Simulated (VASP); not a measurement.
# ZrC (Fd-3m) in VASP: single point with PBE

Aim: the single point of ZrC with PBE.

Program: VASP 6.6.1. These are calculated values, not measurements. Logs are shortened: lines on timing, memory, paths and dates and some standing lists are left out, and cuts for length are marked.

## Step 1: The cell of the first run

Symmetry: Fd-3m, No. 227, cubic system. The conventional cell has a = 5.994 Å, b = 5.994 Å, c = 5.994 Å, α = 90.00°, β = 90.00°, γ = 90.00°. Zr (site symmetry -43m) has 4 Zr at 2.60 Å and 10 C at 2.60 to 3.00 Å within 3.4 Å. Within 3.4 Å of C (site symmetry -43m) lie 10 Zr at 2.60 to 3.00 Å and 4 C at 2.60 Å.

## Step 2: Single point, PBE

Input file INCAR:

```
SYSTEM = ZrC
ALGO = Normal
EDIFF = 1E-6
ENCUT = 600
GGA = PE
GGA_COMPAT = .FALSE.
ISIF = 2
ISMEAR = 0
LASPH = .TRUE.
LCHARG = .FALSE.
LREAL = .FALSE.
LWAVE = .FALSE.
NBANDS = 24
NELM = 120
PREC = Accurate
SIGMA = 0.2
```

Input file KPOINTS:

```
k-points
0
G
  5 5 5
  0 0 0
```

Input file POSCAR:

```
ZrC
1.0
    0.0000000000      2.9970445595      2.9970445595
    2.9970445595      0.0000000000      2.9970445595
    2.9970445595      2.9970445595      0.0000000000
Zr C
2 2
Direct
    0.5000000000      0.5000000000      0.5000000000
    0.7500000000      0.7500000000      0.7500000000
    0.0000000000      0.0000000000      0.0000000000
    0.2500000000      0.2500000000      0.2500000000
```

Potentials or basis: VASP PAW PBE potentials, release 64 (Zr_sv, C).

Started as:

```bash
$ cat potpaw_PBE.64/Zr_sv/POTCAR potpaw_PBE.64/C/POTCAR > POTCAR
$ mpirun -np 1 vasp_std > vasp.out
```

OUTCAR:

```text
SYSTEM = ZrC
   EDIFF = 1E-6
   ENCUT = 600
   GGA = PE
   ISIF = 2
   ISMEAR = 0
   LASPH = .TRUE.
   LREAL = .FALSE.
   NELM = 120
   PREC = Accurate

 ion  position               nearest neighbor table
   1  0.500  0.500  0.500-   4 2.60   4 2.60   4 2.60   2 2.60   2 2.60   2 2.60   4 2.60   2 2.60

   2  0.750  0.750  0.750-   1 2.60   1 2.60   1 2.60   3 2.60   3 2.60   3 2.60   3 2.60   1 2.60

   3  0.000  0.000  0.000-   2 2.60   2 2.60   2 2.60   2 2.60
   4  0.250  0.250  0.250-   1 2.60   1 2.60   1 2.60   1 2.60

  LATTYP: Found a face centered cubic cell.
 ALAT       =     5.9940891190

  Lattice vectors:

 A1 = (   0.0000000000,   2.9970445595,   2.9970445595)
 A2 = (   2.9970445595,   0.0000000000,   2.9970445595)
 A3 = (   2.9970445595,   2.9970445595,   0.0000000000)

Analysis of symmetry for initial positions (statically):
=====================================================================
 Subroutine PRICEL returns:
 Original cell was already a primitive cell.

 Routine SETGRP: Setting up the symmetry group for a
 face centered cubic supercell.

 Subroutine GETGRP returns: Found 48 space group operations
 (whereof 24 operations were pure point group operations)
 out of a pool of 48 trial point group operations.

The static configuration has the point symmetry T_d .
 The point group associated with its full space group is O_h .

Analysis of symmetry for dynamics (positions and initial velocities):
=====================================================================
 Subroutine PRICEL returns:
 Original cell was already a primitive cell.

 Routine SETGRP: Setting up the symmetry group for a
 face centered cubic supercell.

 Subroutine GETGRP returns: Found 48 space group operations
 (whereof 24 operations were pure point group operations)
 out of a pool of 48 trial point group operations.

The dynamic configuration has the point symmetry T_d .
 The point group associated with its full space group is O_h .

 Subroutine INISYM returns: Found 48 space group operations
 (whereof 24 operations are pure point group operations),
 and found     1 'primitive' translations

----------------------------------------------------------------------------------------

                                     Primitive cell

  volume of cell :      53.8406

  direct lattice vectors                    reciprocal lattice vectors
     0.000000000  2.997044559  2.997044559    -0.166831020  0.166831020  0.166831020
     2.997044559  0.000000000  2.997044559     0.166831020 -0.166831020  0.166831020
     2.997044559  2.997044559  0.000000000     0.166831020  0.166831020 -0.166831020

  length of vectors
     4.238461063  4.238461063  4.238461063     0.288959802  0.288959802  0.288959802

  position of ions in fractional coordinates (direct lattice)
     0.500000000  0.500000000  0.500000000
     0.750000000  0.750000000  0.750000000
     0.000000000  0.000000000  0.000000000
     0.250000000  0.250000000  0.250000000

  ion indices of the primitive-cell ions
   primitive index   ion index
                 1           1
                 2           2
                 3           3
                 4           4

----------------------------------------------------------------------------------------

 KPOINTS: k-points

Automatic generation of k-mesh.
 Grid dimensions read from file:
 generate k-points for:    5    5    5

 Generating k-lattice:

  Cartesian coordinates                     Fractional coordinates (reciprocal lattice)
    -0.033366204  0.033366204  0.033366204     0.200000000  0.000000000  0.000000000
     0.033366204 -0.033366204  0.033366204     0.000000000  0.200000000  0.000000000
     0.033366204  0.033366204 -0.033366204     0.000000000  0.000000000  0.200000000

  Length of vectors
     0.057791960  0.057791960  0.057791960

  Shift w.r.t. Gamma in fractional coordinates (k-lattice)
     0.000000000  0.000000000  0.000000000

 Subroutine IBZKPT returns following result:
 ===========================================

 Found     10 irreducible k-points:

 Following reciprocal coordinates:
            Coordinates               Weight
  0.000000  0.000000  0.000000      1.000000
  0.200000  0.000000  0.000000      8.000000
  0.400000  0.000000  0.000000      8.000000
  0.200000  0.200000  0.000000      6.000000
  0.400000  0.200000  0.000000     24.000000
 -0.400000  0.200000  0.000000     24.000000
 -0.200000  0.200000  0.000000     12.000000
  0.400000  0.400000  0.000000      6.000000
 -0.400000  0.400000  0.000000     12.000000
 -0.400000  0.400000  0.200000     24.000000
   k-points           NKPTS =     10   k-points in BZ     NKDIM =     10   number of bands    NBANDS=     24
   number of dos      NEDOS =    301   number of ions     NIONS =      4
   total plane-waves  NPLWV =  46656
   dimension x,y,z NGX =    36 NGY =   36 NGZ =   36
   dimension x,y,z NGXF=    72 NGYF=   72 NGZF=   72
   ions per type =               2   2
   NGX,Y,Z   is equivalent  to a cutoff of  14.12, 14.12, 14.12 a.u.
   NGXF,Y,Z  is equivalent  to a cutoff of  28.24, 28.24, 28.24 a.u.
 SYSTEM =  ZrC
   PREC   = accura    normal or accurate (medium, high low for compatibility)
   ISTART =      0    job   : 0-new  1-cont  2-samecut
   ICHARG =      2    charge: 1-file 2-atom 10-const
   ISPIN  =      1    spin polarized calculation?
   LNONCOLLINEAR =      F non collinear calculations
   LSORBIT =      F    spin-orbit coupling
   LASPH  =      T    aspherical Exc in radial PAW
   ENCUT  =  600.0 eV  44.10 Ry    6.64 a.u.   8.47  8.47  8.47*2*pi/ulx,y,z
   NELM   =    120;   NELMIN=  2; NELMDL= -5     # of ELM steps
   EDIFF  = 0.1E-05   stopping-criterion for ELM
   LREAL  =      F    real-space projection
   EDIFFG = 0.1E-04   stopping-criterion for IOM
   NSW    =      0    number of steps for IOM
   IBRION =     -1    ionic relax: 0-MD 1-quasi-New 2-CG
   NFREE  =      0    steps in history (QN), initial steepest desc. (CG)
   ISIF   =      2    stress and relaxation
   ISYM   =      2    0-nonsym 1-usesym 2-fastsym
   POTIM  = 0.5000    time-step for ionic-motion
   TEBEG  =    0.0;   TEEND  =   0.0 temperature during run
   PSTRESS=    0.0 pullay stress
   NELECT =      32.0000    total number of electrons
   NUPDOWN=      -1.0000    fix difference up-down
   EMIN   =  10.00;   EMAX   =-10.00  energy-range for DOS
   EFERMI =   0.00;   METHOD = LEGACY
   ISMEAR =     0;   SIGMA  =   0.20  broadening in eV -4-tet -1-fermi 0-gaus
   EFERMI_NEDOS =   21; number of points for ismear=-14 and -15
   IALGO  =     38    algorithm
   IMIX   =      4    mixing-type and parameters
     AMIX     =   0.40;   BMIX     =  1.00
     AMIX_MAG =   1.60;   BMIX_MAG =  1.00
  volume/ion in A,a.u.               =      13.46        90.83
  Fermi-wavevector in a.u.,A,eV,Ry     =   1.376433  2.601081 25.777146  1.894567
  Thomas-Fermi vector in A             =   2.501678
   LORBIT       =      0    0 simple, 1 ext, 2 COOP (PROOUT), +10 PAW based schemes
   GGA     = PE    functional components
   LHFCALC =     F    Hartree Fock is set to
   AEXX    =    0.0000 exact exchange contribution
   IVDW    =     0    specifies the selected vdW correction
   LEPSILON=     F    determine dielectric tensor
   LRPA    =     F    only Hartree local field effects (RPA)
 non-spin polarized calculation
 Gauss-broadening in eV      SIGMA  =   0.20
  energy-cutoff  :      600.00
  volume of cell :       53.84
 maximum number of plane-waves:      1808
 NGX is ok and might be reduce to    36
   NGX = 17   NGY = 17   NGZ = 17

 number of electron      32.0000000 magnetization

 Free energy of the ion-electron system (eV)
  ---------------------------------------------------
  ext. energy  EPLUGINS =         0.00000000
  ---------------------------------------------------
  free energy    TOTEN  =       -27.81896681 eV

  energy without entropy =      -27.75419371  energy(sigma->0) =      -27.78658026

 E-fermi :   9.6344     XC(G=0): -12.0414

 val. band max:        9.5871107139   @ k =   0.4000   0.2000   0.0000
 cond. band min:       9.6745555362   @ k =  -0.4000   0.4000   0.0000
 fundamental gap:      0.0874448223
 Fermi energy:         9.6344274922

 k-point     1 :       0.0000    0.0000    0.0000
  band No.  band energies     occupation
      1     -39.5301      2.00000
      2     -38.6348      2.00000
      3     -17.9533      2.00000
      4     -17.9533      2.00000
      5     -17.9533      2.00000
      6     -16.6101      2.00000
[... 16 lines left out ...]
     23      15.7034      0.00000
     24      15.7034      0.00000

 k-point     2 :       0.2000    0.0000    0.0000
  band No.  band energies     occupation
      1     -39.4705      2.00000
      2     -38.7003      2.00000
      3     -18.0194      2.00000
      4     -18.0194      2.00000
      5     -17.9693      2.00000
      6     -16.6039      2.00000
[... 16 lines left out ...]
     23      15.2657      0.00000
     24      15.2657      0.00000

 k-point     3 :       0.4000    0.0000    0.0000
  band No.  band energies     occupation
      1     -39.3435      2.00000
      2     -38.8368      2.00000
      3     -18.1139      2.00000
      4     -18.1139      2.00000
      5     -18.0114      2.00000
      6     -16.5707      2.00000
[... 16 lines left out ...]
     23      14.4715      0.00000
     24      14.4715      0.00000
[... 136 lines left out ...]
 k-point     9 :      -0.4000    0.4000    0.0000
  band No.  band energies     occupation
      1     -39.1363      2.00000
      2     -39.0511      2.00000
      3     -18.3540      2.00000
      4     -18.2761      2.00000
      5     -17.4180      2.00000
      6     -17.1641      2.00000
[... 16 lines left out ...]
     23      13.0889      0.00000
     24      14.4218      0.00000

 k-point    10 :      -0.4000    0.4000    0.2000
  band No.  band energies     occupation
      1     -39.2047      2.00000
      2     -38.9814      2.00000
      3     -18.3399      2.00000
      4     -18.2625      2.00000
      5     -17.5092      2.00000
      6     -17.0507      2.00000
[... 16 lines left out ...]
     23      13.4604      0.00000
     24      13.6044      0.00000

------------------------ aborting loop because EDIFF is reached ----------------------------------------

  FORCE on cell =-STRESS in cart. coord.  units (eV):
  Direction    XX          YY          ZZ          XY          YZ          ZX
  --------------------------------------------------------------------------------------
  -------------------------------------------------------------------------------------
  Total       -0.2090799     -0.2090799     -0.2090799      0.0000000      0.0000000     -0.0000000
  in kB       -6.2217609     -6.2217609     -6.2217609      0.0000000      0.0000000     -0.0000000
  external PRESSURE =      -6.2217609 kB  Pullay stress =       0.0000000 kB

 VOLUME and BASIS-vectors are now :
 -----------------------------------------------------------------------------
  energy-cutoff  :      600.00
  volume of cell :       53.84
      direct lattice vectors                 reciprocal lattice vectors
     0.000000000  2.997044559  2.997044559    -0.166831020  0.166831020  0.166831020
     2.997044559  0.000000000  2.997044559     0.166831020 -0.166831020  0.166831020
     2.997044559  2.997044559  0.000000000     0.166831020  0.166831020 -0.166831020

 POSITION                                       TOTAL-FORCE (eV/Angst)
 -----------------------------------------------------------------------------------
      2.99704      2.99704      2.99704         0.000000     -0.000000      0.000000
      4.49557      4.49557      4.49557        -0.000000      0.000000     -0.000000
      0.00000      0.00000      0.00000        -0.000000      0.000000      0.000000
      1.49852      1.49852      1.49852        -0.000000      0.000000      0.000000
 -----------------------------------------------------------------------------------
    total drift:                                0.000000      0.000000      0.000000

  FREE ENERGIE OF THE ION-ELECTRON SYSTEM (eV)
  ---------------------------------------------------
  free  energy   TOTEN  =       -27.8189668144 eV

  energy  without entropy=      -27.7541937091  energy(sigma->0) =      -27.78658026
```

Wall time 41 s (1 thread of Intel Xeon 8259CL, shared host); peak memory 0.21 GiB.

What came out:

```
Free energy            : -27.8190 eV
Pressure               : -0.6 GPa
Band gap on the k mesh : zero (band 16 reaches 9.90 eV, above the bottom of band 17 at 8.19 eV)
```

Caveat: the k points lie up to 0.36 Å⁻¹ apart.
